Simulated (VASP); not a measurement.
# Cu (Fm-3m) in VASP: further runs

Runs on Cu. Level: PBE. Tasks: single point.

All numbers are computed with VASP 6.6.1; they aren't measurements. Logs are shortened: lines on timing, memory, paths and dates and some standing lists are left out, and cuts for length are marked.

## 1. The cell of the first run

Symmetry: Fm-3m, No. 225, cubic system. The conventional cell has a = 3.580 Å, b = 3.580 Å, c = 3.580 Å, α = 90.00°, β = 90.00°, γ = 90.00°. Within 3.3 Å of Cu (site symmetry m-3m) lie 12 Cu at 2.53 Å.

## 2. Single point, PBE (11.47 Å³/atom)

INCAR reads:

```
PREC = Accurate
ENCUT = 520
EDIFF = 1E-6
ISMEAR = -1
SIGMA = 0.1
LREAL = False
LASPH = True
NELM = 80
ALGO = Normal
ISIF = 2
LWAVE = False
LCHARG = False
GGA = PE
NBANDS = 12
```

KPOINTS reads:

```
Automatic mesh
0
Gamma
  24 24 24
```

POSCAR reads:

```
Cu
1.0
    0.0000000000      1.7900508290      1.7900508290
    1.7900508290      0.0000000000      1.7900508290
    1.7900508290      1.7900508290      0.0000000000
Cu
1
Direct
    0.0000000000      0.0000000000      0.0000000000
```

Potentials or basis: VASP PAW PBE potentials, release 64 (Cu).

The run is started by

```bash
$ cat potpaw_PBE.64/Cu/POTCAR > POTCAR
$ mpirun -np 1 vasp_std > vasp.out
```

OUTCAR:

```text
PREC = Accurate
   ENCUT = 520
   EDIFF = 1E-6
   ISMEAR = -1
   LREAL = False
   LASPH = True
   NELM = 80
   ISIF = 2
   GGA = PE

 ion  position               nearest neighbor table
   1  0.000  0.000  0.000-

  LATTYP: Found a face centered cubic cell.
 ALAT       =     3.5801016580

  Lattice vectors:

 A1 = (   0.0000000000,   1.7900508290,   1.7900508290)
 A2 = (   1.7900508290,   0.0000000000,   1.7900508290)
 A3 = (   1.7900508290,   1.7900508290,   0.0000000000)

Analysis of symmetry for initial positions (statically):
=====================================================================
 Subroutine PRICEL returns:
 Original cell was already a primitive cell.

 Routine SETGRP: Setting up the symmetry group for a
 face centered cubic supercell.

 Subroutine GETGRP returns: Found 48 space group operations
 (whereof 48 operations were pure point group operations)
 out of a pool of 48 trial point group operations.

The static configuration has the point symmetry O_h .

Analysis of symmetry for dynamics (positions and initial velocities):
=====================================================================
 Subroutine PRICEL returns:
 Original cell was already a primitive cell.

 Routine SETGRP: Setting up the symmetry group for a
 face centered cubic supercell.

 Subroutine GETGRP returns: Found 48 space group operations
 (whereof 48 operations were pure point group operations)
 out of a pool of 48 trial point group operations.

The dynamic configuration has the point symmetry O_h .

 Subroutine INISYM returns: Found 48 space group operations
 (whereof 48 operations are pure point group operations),
 and found     1 'primitive' translations

----------------------------------------------------------------------------------------

                                     Primitive cell

  volume of cell :      11.4717

  direct lattice vectors                    reciprocal lattice vectors
     0.000000000  1.790050829  1.790050829    -0.279321677  0.279321677  0.279321677
     1.790050829  0.000000000  1.790050829     0.279321677 -0.279321677  0.279321677
     1.790050829  1.790050829  0.000000000     0.279321677  0.279321677 -0.279321677

  length of vectors
     2.531514160  2.531514160  2.531514160     0.483799337  0.483799337  0.483799337

[... 76 lines left out ...]
   ENCUT  =  520.0 eV  38.22 Ry    6.18 a.u.   4.71  4.71  4.71*2*pi/ulx,y,z
   NELM   =     80;   NELMIN=  2; NELMDL= -5     # of ELM steps
   EDIFF  = 0.1E-05   stopping-criterion for ELM
   LREAL  =      F    real-space projection
   EDIFFG = 0.1E-04   stopping-criterion for IOM
   NSW    =      0    number of steps for IOM
   IBRION =     -1    ionic relax: 0-MD 1-quasi-New 2-CG
   NFREE  =      0    steps in history (QN), initial steepest desc. (CG)
   ISIF   =      2    stress and relaxation
   ISYM   =      2    0-nonsym 1-usesym 2-fastsym
   POTIM  = 0.5000    time-step for ionic-motion
   TEBEG  =    0.0;   TEEND  =   0.0 temperature during run
   PSTRESS=    0.0 pullay stress
   NELECT =      11.0000    total number of electrons
   NUPDOWN=      -1.0000    fix difference up-down
   EMIN   =  10.00;   EMAX   =-10.00  energy-range for DOS
   EFERMI =   0.00;   METHOD = LEGACY
   ISMEAR =    -1;   SIGMA  =   0.10  broadening in eV -4-tet -1-fermi 0-gaus
   EFERMI_NEDOS =   21; number of points for ismear=-14 and -15
   IALGO  =     38    algorithm
   IMIX   =      4    mixing-type and parameters
     AMIX     =   0.40;   BMIX     =  1.00
     AMIX_MAG =   1.60;   BMIX_MAG =  1.00
  volume/ion in A,a.u.               =      11.47        77.41
  Fermi-wavevector in a.u.,A,eV,Ry     =   1.614348  3.050674 35.458387  2.606118
  Thomas-Fermi vector in A             =   2.709271
   LORBIT       =      0    0 simple, 1 ext, 2 COOP (PROOUT), +10 PAW based schemes
   GGA     = PE    functional components
   LHFCALC =     F    Hartree Fock is set to
   AEXX    =    0.0000 exact exchange contribution
   IVDW    =     0    specifies the selected vdW correction
   LEPSILON=     F    determine dielectric tensor
   LRPA    =     F    only Hartree local field effects (RPA)
 non-spin polarized calculation
  energy-cutoff  :      520.00
  volume of cell :       11.47
 maximum number of plane-waves:       331
   NGX =  9   NGY =  9   NGZ =  9

 number of electron      11.0000011 magnetization

 Free energy of the ion-electron system (eV)
  ---------------------------------------------------
  ext. energy  EPLUGINS =         0.00000000
  ---------------------------------------------------
  free energy    TOTEN  =        -3.72184026 eV

  energy without entropy =       -3.71279695  energy(sigma->0) =       -3.71731861

 E-fermi :   7.9734     XC(G=0): -12.8958

 val. band max:        7.9558970264   @ k =   0.5000   0.1667   0.0417
 cond. band min:       8.0224675314   @ k =   0.5000   0.2500   0.0833
 fundamental gap:      0.0665705049
 Fermi energy:         7.9734381952

 k-point     1 :       0.0000    0.0000    0.0000
  band No.  band energies     occupation
      1      -1.6234      2.00000
      2       4.8326      2.00000
      3       4.8326      2.00000
      4       4.8326      2.00000
      5       5.6925      2.00000
      6       5.6925      2.00000
      7      30.7787      0.00000
      8      33.6507      0.00000
      9      33.6507      0.00000
     10      33.6507      0.00000
     11      36.1692      0.00000
     12      36.1692      0.00000
[... 331 lines left out ...]
 k-point    24 :       0.4583    0.0417    0.0000
  band No.  band energies     occupation
      1       2.6778      2.00000
      2       4.7868      2.00000
      3       4.8358      2.00000
      4       5.8414      2.00000
      5       6.2738      2.00000
      6       6.7788      1.99999
      7      12.6833      0.00000
      8      28.9428      0.00000
      9      29.6334      0.00000
     10      30.2730      0.00000
     11      34.1454      0.00000
     12      34.5261      0.00000

 [... further k-points ...]
[... 5 lines left out ...]
  --------------------------------------------------------------------------------------
  -------------------------------------------------------------------------------------
  Total        0.5026123      0.5026123      0.5026123      0.0000000     -0.0000000      0.0000000
  in kB       70.1968478     70.1968478     70.1968478      0.0000000     -0.0000000      0.0000000
  external PRESSURE =      70.1968478 kB  Pullay stress =       0.0000000 kB

 VOLUME and BASIS-vectors are now :
 -----------------------------------------------------------------------------
  energy-cutoff  :      520.00
  volume of cell :       11.47
      direct lattice vectors                 reciprocal lattice vectors
     0.000000000  1.790050829  1.790050829    -0.279321677  0.279321677  0.279321677
     1.790050829  0.000000000  1.790050829     0.279321677 -0.279321677  0.279321677
     1.790050829  1.790050829  0.000000000     0.279321677  0.279321677 -0.279321677

 POSITION                                       TOTAL-FORCE (eV/Angst)
 -----------------------------------------------------------------------------------
      0.00000      0.00000      0.00000        -0.000000      0.000000     -0.000000
 -----------------------------------------------------------------------------------
    total drift:                                0.000000      0.000000      0.000000

  FREE ENERGIE OF THE ION-ELECTRON SYSTEM (eV)
  ---------------------------------------------------
  free  energy   TOTEN  =        -3.7218402641 eV

  energy  without entropy=       -3.7127969517  energy(sigma->0) =       -3.71731861
```

stdout:

```text
POSCAR found type information on POSCAR Cu
 POSCAR found :  1 types and       1 ions
 scaLAPACK will be used
 LDA part: xc-table for (Slater+PW92), standard interpolation
 POSCAR, INCAR and KPOINTS ok, starting setup
 FFT: planning ... GRIDC
 FFT: planning ... GRID_SOFT
 FFT: planning ... GRID
 WAVECAR not read
 entering main loop
```

It took 25 s on 1 thread of Intel Xeon Platinum 8559C (Emerald Rapids), shared host; peak memory 0.17 GiB.

Results:

```
Free energy            : -3.7218 eV
Pressure               : 7.0 GPa
Band gap on the k mesh : zero (an odd number of electrons rules out a gap without spin polarisation)
```

Caveat: the cell stands under pressure.

## 3. Single point, PBE

This run uses another cell than the first one, of 11.95 Å³/atom.

INCAR reads:

```
ALGO     = Normal         # electronic algorithm
EDIFF    = 1E-7           # SCF threshold, eV
ENCUT    = 520            # plane-wave cutoff, eV
GGA      = PE             # functional
ISIF     = 2              # what is computed and relaxed
ISMEAR   = -1             # smearing method
LASPH    = True           # aspherical terms in the spheres
LCHARG   = False          # write CHGCAR
LREAL    = False          # projectors in reciprocal space
LWAVE    = False          # write WAVECAR
NBANDS   = 12             # bands
NELM     = 60             # most SCF steps
PREC     = Accurate       # precision mode
SIGMA    = 0.1            # smearing width, eV
```

KPOINTS reads:

```
k-points
0
Gamma
  24 24 24
```

POSCAR reads:

```
Cu
1.0
    0.0000000000      1.8145751207      1.8145751207
    1.8145751207      0.0000000000      1.8145751207
    1.8145751207      1.8145751207      0.0000000000
Cu
1
Direct
    0.0000000000      0.0000000000      0.0000000000
```

Potentials or basis: VASP PAW PBE potentials, release 64 (Cu).

The run is started by

```bash
$ cat potpaw_PBE.64/Cu/POTCAR > POTCAR
$ mpirun -np 1 vasp_std > vasp.out
```

It took 29 s on 1 thread of Intel Xeon Platinum 8559C (Emerald Rapids), shared host; peak memory 0.16 GiB.

The run converged. Its results:

```
Free energy            : -3.7331 eV
Pressure               : 0.6 GPa
Band gap on the k mesh : zero (an odd number of electrons rules out a gap without spin polarisation)
```

Levels at points of the mesh, in eV from the Fermi level:
```
           k point  band 4  band 5  band 6  band 7  band 8  band 9
(0.00, 0.00, 0.00)   -3.01   -2.20   -2.20   22.48   25.04   25.04
(0.50, 0.00, 0.00)   -1.64   -1.64   -0.98    3.68   20.98   21.87
(0.50, 0.50, 0.00)   -1.50   -1.50    1.49    7.01   12.97   12.97
```

## 4. Single point, PBE (12.43 Å³/atom)

This run uses another cell than the first one, of 12.43 Å³/atom.

INCAR reads:

```
PREC     = Accurate       # precision mode
ENCUT    = 520            # plane-wave cutoff, eV
EDIFF    = 1E-6           # SCF threshold, eV
ISMEAR   = -1             # smearing method
SIGMA    = 0.1            # smearing width, eV
LREAL    = F              # projectors in reciprocal space
LASPH    = T              # aspherical terms in the spheres
NELM     = 80             # most SCF steps
ALGO     = Normal         # electronic algorithm
ISIF     = 2              # what is computed and relaxed
LWAVE    = F              # write WAVECAR
LCHARG   = T              # write CHGCAR
GGA      = PE             # functional
LELF     = T              # ELF
LVHAR    = T            
NBANDS   = 12             # bands
```

KPOINTS reads:

```
regular mesh
0
Gamma
  24 24 24
```

POSCAR reads:

```
Cu
1.0
    0.0000000000      1.8384538475      1.8384538475
    1.8384538475      0.0000000000      1.8384538475
    1.8384538475      1.8384538475      0.0000000000
Cu
1
Direct
    0.0000000000      0.0000000000      0.0000000000
```

The run is started by

```bash
$ cat potpaw_PBE.64/Cu/POTCAR > POTCAR
$ mpirun -np 1 vasp_std > vasp.out
```

It took 29 s on 1 thread of Intel Xeon Platinum 8559C (Emerald Rapids), shared host; peak memory 0.17 GiB.

Results (log left out):

* Free energy: -3.7274 eV
* Pressure: -4.4 GPa
* Band gap on the k mesh: zero (an odd number of electrons rules out a gap without spin polarisation)

Levels at points of the mesh, in eV from the Fermi level:
```
           k point  band 3  band 4  band 5  band 6  band 7  band 8  band 9  band 10
(0.00, 0.00, 0.00)   -2.89   -2.89   -2.13   -2.13   22.17   24.42   24.42    24.42
(0.50, 0.00, 0.00)   -2.92   -1.61   -1.61   -0.87    3.49   20.69   21.28    21.28
(0.50, 0.50, 0.00)   -1.62   -1.47   -1.47    1.52    6.75   12.68   12.68    17.05
```

Caveat: the cell stands under tension.

[end of part 1 of 2]
